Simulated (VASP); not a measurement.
# Al2O3 (R-3c) in VASP: settings compared

The runs below take Al2O3 through single point, with LDA, PBE, PBEsol.

All numbers are computed with VASP 6.6.1; they aren't measurements. Logs are shortened: lines on timing, memory, paths and dates and some standing lists are left out, and cuts for length are marked.

**What was measured.**

“Multi-petahertz electron interference in Cr:Al2O3 solid-state material”, 2018, pmc:5906618 quotes, for a bulk crystal of Al2O3: band gap 8.7 eV (optical).

The results are compared with them further down.

## 1. The cell of the first run

The structure is trigonal, space group R-3c (No. 167). Conventional cell: a = 4.729 Å, b = 4.729 Å, c = 12.892 Å, α = 90.00°, β = 90.00°, γ = 120.00°. Al (site symmetry 3) has 6 O at 1.84 to 1.96 Å within 2.4 Å. O (site symmetry 2) has 4 Al at 1.84 to 1.96 Å within 2.4 Å.

## 2. Single point, LDA

INCAR reads:

```
SYSTEM = Al2O3
ALGO     = Normal         ! electronic algorithm
EDIFF    = 1E-7           ! SCF threshold, eV
ENCUT    = 520            ! plane-wave cutoff, eV
ISIF     = 2              ! what is computed and relaxed
ISMEAR   = -1             ! smearing method
LASPH    = .True.         ! aspherical terms in the spheres
LCHARG   = .True.         ! write CHGCAR
LELF     = .True.         ! ELF
LREAL    = .False.        ! projectors in reciprocal space
LVHAR    = .True.       
LWAVE    = .False.        ! write WAVECAR
NBANDS   = 35             ! bands
NELM     = 100            ! most SCF steps
PREC     = Accurate       ! precision mode
SIGMA    = 0.02           ! smearing width, eV
```

KPOINTS reads:

```
k-points
0
Gamma
  6 6 6
  0 0 0
```

POSCAR reads:

```
Al2O3
1.0
    2.3646158290      1.3652115854      4.2972708762
   -2.3646158290      1.3652115854      4.2972708762
    0.0000000000     -2.7304231708      4.2972708762
Al O
4 6
Direct
    0.3520257993      0.3520257993      0.3520257993
    0.1479742007      0.1479742007      0.1479742007
    0.6479742007      0.6479742007      0.6479742007
    0.8520257993      0.8520257993      0.8520257993
    0.5558582007      0.9441417993      0.2500000000
    0.2500000000      0.5558582007      0.9441417993
    0.9441417993      0.2500000000      0.5558582007
    0.4441417993      0.0558582007      0.7500000000
    0.7500000000      0.4441417993      0.0558582007
    0.0558582007      0.7500000000      0.4441417993
```

Potentials or basis: VASP PAW LDA potentials, release 64 (Al, O).

On the command line:

```console
cat potpaw_LDA.64/Al/POTCAR potpaw_LDA.64/O/POTCAR > POTCAR
mpirun -np 1 vasp_std > vasp.out
```

OUTCAR:

```text
SYSTEM = Al2O3
   EDIFF = 1E-7
   ENCUT = 520
   ISIF = 2
   ISMEAR = -1
   LASPH = .True.
   LREAL = .False.
   NELM = 100
   PREC = Accurate

 ion  position               nearest neighbor table
   1  0.352  0.352  0.352-   9 1.84   8 1.84  10 1.84   7 1.96   6 1.96   5 1.96   2 2.63   3 2.77
                             3 2.77   3 2.77   2 3.20   2 3.20   2 3.20
   2  0.148  0.148  0.148-  10 1.84   8 1.84   9 1.84   6 1.96   7 1.96   5 1.96   1 2.63   4 2.77
                             4 2.77   4 2.77   1 3.20   1 3.20   1 3.20
   3  0.648  0.648  0.648-   6 1.84   5 1.84   7 1.84  10 1.96   9 1.96   8 1.96   4 2.63   1 2.77
                             1 2.77   1 2.77   4 3.20   4 3.20   4 3.20
   4  0.852  0.852  0.852-   7 1.84   5 1.84   6 1.84   9 1.96  10 1.96   8 1.96   3 2.63   2 2.77
                             2 2.77   2 2.77   3 3.20   3 3.20   3 3.20
   5  0.556  0.944  0.250-   3 1.84   4 1.84   1 1.96   2 1.96
   6  0.250  0.556  0.944-   3 1.84   4 1.84   2 1.96   1 1.96
   7  0.944  0.250  0.556-   4 1.84   3 1.84   1 1.96   2 1.96
   8  0.444  0.056  0.750-   1 1.84   2 1.84   3 1.96   4 1.96
   9  0.750  0.444  0.056-   1 1.84   2 1.84   4 1.96   3 1.96
  10  0.056  0.750  0.444-   2 1.84   1 1.84   3 1.96   4 1.96

  LATTYP: Found a trigonal (rhomboedric) cell.
 ALAT       =     5.0913404596
 COS(alpha) =     0.5685932840

  Lattice vectors:

 A1 = (   2.3646158290,   1.3652115854,   4.2972708762)
 A2 = (  -2.3646158290,   1.3652115854,   4.2972708762)
 A3 = (   0.0000000000,  -2.7304231708,   4.2972708762)

Analysis of symmetry for initial positions (statically):
=====================================================================
 Subroutine PRICEL returns:
 Original cell was already a primitive cell.

 Routine SETGRP: Setting up the symmetry group for a
 trigonal (rhombohedral) supercell.

 Subroutine GETGRP returns: Found 12 space group operations
 (whereof  6 operations were pure point group operations)
 out of a pool of 12 trial point group operations.

The static configuration has the point symmetry S_6 .
 The point group associated with its full space group is D_3d.

Analysis of symmetry for dynamics (positions and initial velocities):
=====================================================================
 Subroutine PRICEL returns:
 Original cell was already a primitive cell.

 Routine SETGRP: Setting up the symmetry group for a
 trigonal (rhombohedral) supercell.

 Subroutine GETGRP returns: Found 12 space group operations
 (whereof  6 operations were pure point group operations)
[... 129 lines left out ...]
   PSTRESS=    0.0 pullay stress
   NELECT =      48.0000    total number of electrons
   NUPDOWN=      -1.0000    fix difference up-down
   EMIN   =  10.00;   EMAX   =-10.00  energy-range for DOS
   EFERMI =   0.00;   METHOD = LEGACY
   ISMEAR =    -1;   SIGMA  =   0.02  broadening in eV -4-tet -1-fermi 0-gaus
   EFERMI_NEDOS =   21; number of points for ismear=-14 and -15
   IALGO  =     38    algorithm
   IMIX   =      4    mixing-type and parameters
     AMIX     =   0.40;   BMIX     =  1.00
     AMIX_MAG =   1.60;   BMIX_MAG =  1.00
  volume/ion in A,a.u.               =       8.32        56.17
  Fermi-wavevector in a.u.,A,eV,Ry     =   1.362659  2.575051 25.263821  1.856838
  Thomas-Fermi vector in A             =   2.489129
   LORBIT       =      0    0 simple, 1 ext, 2 COOP (PROOUT), +10 PAW based schemes
   GGA     = CA    functional components
   LHFCALC =     F    Hartree Fock is set to
   AEXX    =    0.0000 exact exchange contribution
   IVDW    =     0    specifies the selected vdW correction
   LEPSILON=     F    determine dielectric tensor
   LRPA    =     F    only Hartree local field effects (RPA)
 non-spin polarized calculation
  energy-cutoff  :      520.00
  volume of cell :       83.23
 maximum number of plane-waves:      2259
 NGX is ok and might be reduce to    40
   NGX = 19   NGY = 19   NGZ = 19

 number of electron      48.0000010 magnetization

 Free energy of the ion-electron system (eV)
  ---------------------------------------------------
  ext. energy  EPLUGINS =         0.00000000
  ---------------------------------------------------
  free energy    TOTEN  =       -83.10348652 eV

  energy without entropy =      -83.10348652  energy(sigma->0) =      -83.10348652

 E-fermi :   6.4926     XC(G=0): -12.2687

 val. band max:        6.0671500384   @ k =   0.0000   0.0000   0.0000
 cond. band min:      12.5068184155   @ k =   0.0000   0.0000   0.0000
 fundamental gap:      6.4396683771
 Fermi energy:         6.4926393576

 k-point     1 :       0.0000    0.0000    0.0000
  band No.  band energies     occupation
      1     -13.1213      2.00000
      2     -10.6031      2.00000
      3     -10.2972      2.00000
      4     -10.2972      2.00000
      5      -9.9551      2.00000
      6      -9.9551      2.00000
[... 901 lines left out ...]
     34      19.3814      0.00000
     35      19.5783      0.00000

 [... further k-points ...]

------------------------ aborting loop because EDIFF is reached ----------------------------------------

  FORCE on cell =-STRESS in cart. coord.  units (eV):
  Direction    XX          YY          ZZ          XY          YZ          ZX
  --------------------------------------------------------------------------------------
  -------------------------------------------------------------------------------------
  Total        0.4839117      0.4839117      0.3653024      0.0000000      0.0000000      0.0000000
  in kB        9.3147700      9.3147700      7.0316712      0.0000000      0.0000000      0.0000000
  external PRESSURE =       8.5537371 kB  Pullay stress =       0.0000000 kB

 VOLUME and BASIS-vectors are now :
 -----------------------------------------------------------------------------
  energy-cutoff  :      520.00
  volume of cell :       83.23
      direct lattice vectors                 reciprocal lattice vectors
     2.364615829  1.365211585  4.297270876     0.211450839  0.122081199  0.077568611
    -2.364615829  1.365211585  4.297270876    -0.211450839  0.122081199  0.077568611
     0.000000000 -2.730423171  4.297270876     0.000000000 -0.244162397  0.077568611

 POSITION                                       TOTAL-FORCE (eV/Angst)
 -----------------------------------------------------------------------------------
      0.00000      0.00000      4.53825         0.000000     -0.000000     -0.012199
      0.00000      0.00000      1.90766         0.000000     -0.000000      0.012199
      0.00000      0.00000      8.35356         0.000000     -0.000000      0.012199
      0.00000      0.00000     10.98416         0.000000     -0.000000     -0.012199
     -0.91814      1.36521      7.52022        -0.008746     -0.000000      0.000000
     -0.72324     -1.47774      7.52022         0.004373     -0.007574      0.000000
      1.64138      0.11253      7.52022         0.004373      0.007574      0.000000
      0.91814     -1.36521      5.37159         0.008746     -0.000000      0.000000
      0.72324      1.47774      5.37159        -0.004373      0.007574      0.000000
     -1.64138     -0.11253      5.37159        -0.004373     -0.007574      0.000000
 -----------------------------------------------------------------------------------
    total drift:                                0.000000      0.000000     -0.000000

  FREE ENERGIE OF THE ION-ELECTRON SYSTEM (eV)
  ---------------------------------------------------
  free  energy   TOTEN  =       -83.1034865242 eV

  energy  without entropy=      -83.1034865242  energy(sigma->0) =      -83.10348652
```

Run time: 61 s. Hardware: 1 thread of Intel Xeon 6975P-C (Granite Rapids), shared host; peak memory 0.22 GiB.

What came out:

- Free energy: -83.1035 eV
- Pressure: 0.9 GPa
- Largest force: 0.012 eV/Å
- Band gap on the k mesh: 6.44 eV

Forces on the atoms (eV/Å):
```
Al   0.000  0.000 -0.012
Al   0.000  0.000  0.012
Al   0.000  0.000  0.012
Al   0.000  0.000 -0.012
O   -0.009  0.000  0.000
O    0.004 -0.008  0.000
O    0.004  0.008  0.000
O    0.009  0.000  0.000
O   -0.004  0.008  0.000
O   -0.004 -0.008  0.000
```

## 3. Single point, PBE

This run uses another cell than the first one, of 8.50 Å³/atom.

INCAR reads:

```
SYSTEM = Al2O3
PREC = Accurate
ENCUT = 520
EDIFF = 1E-6
ISMEAR = -1
SIGMA = 0.02
LREAL = .False.
LASPH = .True.
NELM = 80
ALGO = Normal
ISIF = 2
LWAVE = .False.
LCHARG = .True.
GGA = PE
LELF = .True.
LVHAR = .True.
NBANDS = 35
```

KPOINTS reads:

```
regular mesh
0
Gamma
  6 6 6
  0 0 0
```

POSCAR reads:

```
Al2O3
1.0
    2.3793212207      1.3737017472      4.3317945566
   -2.3793212207      1.3737017472      4.3317945566
    0.0000000000     -2.7474034945      4.3317945566
Al O
4 6
Direct
    0.3519098052      0.3519098052      0.3519098052
    0.1480901948      0.1480901948      0.1480901948
    0.6480901948      0.6480901948      0.6480901948
    0.8519098052      0.8519098052      0.8519098052
    0.5563680095      0.9436319905      0.2500000000
    0.2500000000      0.5563680095      0.9436319905
    0.9436319905      0.2500000000      0.5563680095
    0.4436319905      0.0563680095      0.7500000000
    0.7500000000      0.4436319905      0.0563680095
    0.0563680095      0.7500000000      0.4436319905
```

Potentials or basis: VASP PAW PBE potentials, release 64 (Al, O).

On the command line:

```console
cat potpaw_PBE.64/Al/POTCAR potpaw_PBE.64/O/POTCAR > POTCAR
mpirun -np 1 vasp_std > vasp.out
```

Wall time 54 s (1 thread of Intel Xeon 6975P-C (Granite Rapids), shared host); peak memory 0.26 GiB.

The run converged. Its results:

```
Free energy            : -74.7491 eV
Pressure               : 7.4 GPa
Largest force          : 0.034 eV/Å
Band gap on the k mesh : 6.24 eV
```

Forces in eV/Å, atoms in the order of the input:
```
Al   0.000  0.000  0.034
Al   0.000  0.000 -0.034
Al   0.000  0.000 -0.034
Al   0.000  0.000  0.034
O    0.020  0.000  0.000
O   -0.010  0.017  0.000
O   -0.010 -0.017  0.000
O   -0.020  0.000  0.000
O    0.010 -0.017  0.000
O    0.010  0.017  0.000
```

Stress tensor (GPa, compression positive):
```
7.62 0.00 0.00
0.00 7.62 0.00
0.00 0.00 7.03
```

Levels at points of the mesh, in eV from the valence-band top:
| k point | band 21 | band 22 | band 23 | band 24 | band 25 | band 26 | band 27 | band 28 |
| --- | --- | --- | --- | --- | --- | --- | --- | --- |
| (0.00, 0.00, 0.00) | -0.49 | -0.03 | -0.03 | 0.00 | 6.24 | 9.15 | 10.76 | 11.53 |
| (0.50, 0.00, 0.00) | -0.90 | -0.90 | -0.27 | -0.27 | 9.49 | 9.49 | 9.66 | 9.66 |
| (0.50, 0.50, 0.00) | -1.01 | -0.90 | -0.74 | -0.25 | 9.65 | 9.73 | 9.96 | 10.43 |
| (0.50, 0.50, 0.50) | -0.37 | -0.37 | -0.37 | -0.37 | 8.69 | 8.69 | 11.12 | 11.12 |

Caveat: the cell stands under pressure.

## 4. Single point, LDA

This run uses another cell than the first one, of 8.50 Å³/atom.

INCAR reads:

```
PREC = Accurate
ENCUT = 520
EDIFF = 1E-6
ISMEAR = 0
SIGMA = 0.01
LREAL = F
LASPH = T
NELM = 100
ALGO = Normal
ISIF = 2
LWAVE = F
LCHARG = F
NBANDS = 35
```

KPOINTS reads:

```
regular mesh
0
Gamma
  6 6 6
```

POSCAR is that of step 3.

Potentials or basis: VASP PAW LDA potentials, release 64 (Al, O).

On the command line:

```console
cat potpaw_LDA.64/Al/POTCAR potpaw_LDA.64/O/POTCAR > POTCAR
mpirun -np 1 vasp_std > vasp.out
```

Run time: 54 s. Hardware: 1 thread of Intel Xeon 6975P-C (Granite Rapids), shared host; peak memory 0.21 GiB.

Results (log left out):

| Item | Value |
| --- | --- |
| Free energy | -83.0865 eV |
| Pressure | -4.4 GPa |
| Largest force | 0.081 eV/Å |
| Band gap on the k mesh | 6.19 eV |

Forces on the atoms (eV/Å):
```
Al   0.000  0.000  0.001
Al   0.000  0.000 -0.001
Al   0.000  0.000 -0.001
Al   0.000  0.000  0.001
O   -0.081  0.000  0.000
O    0.040 -0.070  0.000
O    0.040  0.070  0.000
O    0.081  0.000  0.000
O   -0.040  0.070  0.000
O   -0.040 -0.070  0.000
```

Stress tensor (GPa, compression positive):
```
-4.24  0.00  0.00
 0.00 -4.24  0.00
 0.00  0.00 -4.62
```

Levels at points of the mesh, in eV from the valence-band top:
| k point | band 21 | band 22 | band 23 | band 24 | band 25 | band 26 | band 27 | band 28 |
| --- | --- | --- | --- | --- | --- | --- | --- | --- |
| (0.00, 0.00, 0.00) | -0.49 | -0.03 | -0.03 | 0.00 | 6.19 | 8.96 | 10.53 | 11.34 |
| (0.50, 0.00, 0.00) | -0.91 | -0.91 | -0.27 | -0.27 | 9.32 | 9.32 | 9.49 | 9.49 |
| (0.50, 0.50, 0.00) | -1.02 | -0.92 | -0.75 | -0.25 | 9.39 | 9.61 | 9.79 | 10.26 |
| (0.50, 0.50, 0.50) | -0.37 | -0.37 | -0.37 | -0.37 | 8.57 | 8.57 | 10.83 | 10.83 |

Caveat: the cell stands under tension.

## 5. Single point, PBEsol

This run uses another cell than the first one, of 8.56 Å³/atom.

INCAR reads:

```
SYSTEM = Al2O3
ALGO = Normal ; EDIFF = 1E-7
ENCUT = 520 ; GGA = PS
ISIF = 2 ; ISMEAR = -1
LASPH = .True. ; LCHARG = .False.
LREAL = .False. ; LWAVE = .False.
NBANDS = 35 ; NELM = 100
PREC = Accurate ; SIGMA = 0.02
```

KPOINTS reads:

```
k-points
0
Gamma
  6 6 6
  0 0 0
```

POSCAR reads:

```
Al2O3
1.0
    2.3869359887      1.3780981356      4.3382763251
   -2.3869359887      1.3780981356      4.3382763251
    0.0000000000     -2.7561962712      4.3382763250
Al O
4 6
Direct
    0.3520790763      0.3520790763      0.3520790763
    0.1479209237      0.1479209237      0.1479209237
    0.6479209237      0.6479209237      0.6479209237
    0.8520790763      0.8520790763      0.8520790763
    0.5558599551      0.9441400449      0.2500000000
    0.2500000000      0.5558599551      0.9441400449
    0.9441400449      0.2500000000      0.5558599551
    0.4441400449      0.0558599551      0.7500000000
    0.7500000000      0.4441400449      0.0558599551
    0.0558599551      0.7500000000      0.4441400449
```

Potentials or basis: VASP PAW PBE potentials, release 64 (Al, O).

On the command line:

```console
cat potpaw_PBE.64/Al/POTCAR potpaw_PBE.64/O/POTCAR > POTCAR
mpirun -np 1 vasp_std > vasp.out
```

It took 62 s on 1 thread of Intel Xeon 6975P-C (Granite Rapids), shared host; peak memory 0.25 GiB.

Results (log left out):

```
Free energy            : -78.6643 eV
Pressure               : 0.1 GPa
Largest force          : 0.005 eV/Å
Band gap on the k mesh : 6.04 eV
```

Forces in eV/Å, atoms in the order of the input:
```
Al   0.000  0.000 -0.002
Al   0.000  0.000  0.002
Al   0.000  0.000  0.002
Al   0.000  0.000 -0.002
O   -0.005  0.000  0.000
O    0.002 -0.004  0.000
O    0.002  0.004  0.000
O    0.005  0.000  0.000
O   -0.002  0.004  0.000
O   -0.002 -0.004  0.000
```

Stress tensor (GPa, compression positive):
```
0.09 0.00 0.00
0.00 0.09 0.00
0.00 0.00 0.00
```

Levels at points of the mesh, in eV from the valence-band top:
| k point | band 21 | band 22 | band 23 | band 24 | band 25 | band 26 | band 27 | band 28 |
| --- | --- | --- | --- | --- | --- | --- | --- | --- |
| (0.00, 0.00, 0.00) | -0.50 | -0.04 | -0.04 | 0.00 | 6.04 | 8.91 | 10.59 | 11.34 |
| (0.50, 0.00, 0.00) | -0.91 | -0.91 | -0.27 | -0.27 | 9.26 | 9.26 | 9.47 | 9.47 |
| (0.50, 0.50, 0.00) | -1.01 | -0.91 | -0.74 | -0.25 | 9.41 | 9.55 | 9.73 | 10.22 |
| (0.50, 0.50, 0.50) | -0.38 | -0.38 | -0.38 | -0.38 | 8.48 | 8.48 | 10.90 | 10.90 |

Caveat: the PAW data sets were made with another functional, which shifts forces and pressure a little.

(Part 1 of 2 ends here.)
